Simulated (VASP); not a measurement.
Wanted: the native input for a VASP 6.6.1 run.

```
Task                   : single point
Functional             : PBE
Potentials or basis    : VASP PAW PBE potentials, release 64 (Sr_sv, B, Pt)
Cutoff                 : 520 eV
k mesh                 : 8 × 8 × 8
Occupations            : gaussian, width 0.1 eV
Spin                   : no spin polarisation
Dipole correction      : no
Further INCAR settings : ALGO = Normal; EDIFF = 1e-06; NBANDS = 22
```

The structure of SrB3Pt lies in POSCAR:

```
SrB3Pt
1.0
    4.5405649450      0.0000000000      0.0000000000
    0.0000000000      4.5405649450      0.0000000000
    0.0000000000      0.0000000000      4.5405649450
Sr B Pt
1 3 1
Direct
    0.0000000000      0.0000000000      0.0000000000
    0.5000000000      0.0000000000      0.0000000000
    0.0000000000      0.5000000000      0.0000000000
    0.0000000000      0.0000000000      0.5000000000
    0.5000000000      0.5000000000      0.5000000000
```

The cell was built from a structure type or drawn by symmetry, and may not be a known phase.

These files were run (other wordings do the same):

INCAR

```
SYSTEM = SrB3Pt
PREC = Accurate
ENCUT = 520
EDIFF = 1E-6
ISMEAR = 0
SIGMA = 0.1
LREAL = .FALSE.
LASPH = .TRUE.
NELM = 100
ALGO = Normal
ISIF = 2
LWAVE = .FALSE.
LCHARG = .FALSE.
GGA = PE
NBANDS = 22
```

KPOINTS

```
regular mesh
0
G
  8 8 8
  0 0 0
```

Potentials or basis: VASP PAW PBE potentials, release 64 (Sr_sv, B, Pt).

The run is started by

```bash
$ cat potpaw_PBE.64/Sr_sv/POTCAR potpaw_PBE.64/B/POTCAR potpaw_PBE.64/Pt/POTCAR > POTCAR
$ mpirun -np 1 vasp_std > vasp.out
```

Results of the run:

```json
{"Pressure": "0.2 GPa", "Band gap on the k mesh": "zero (an odd number of electrons rules out a gap without spin polarisation)"}
```

Caveat: spin-orbit coupling is left out, which moves the levels of the heavy elements.

Run time: 28 s on 1 thread of Intel(R) Xeon(R) 6975P-C (Granite Rapids), on a shared host, peak memory 0.25 GiB.
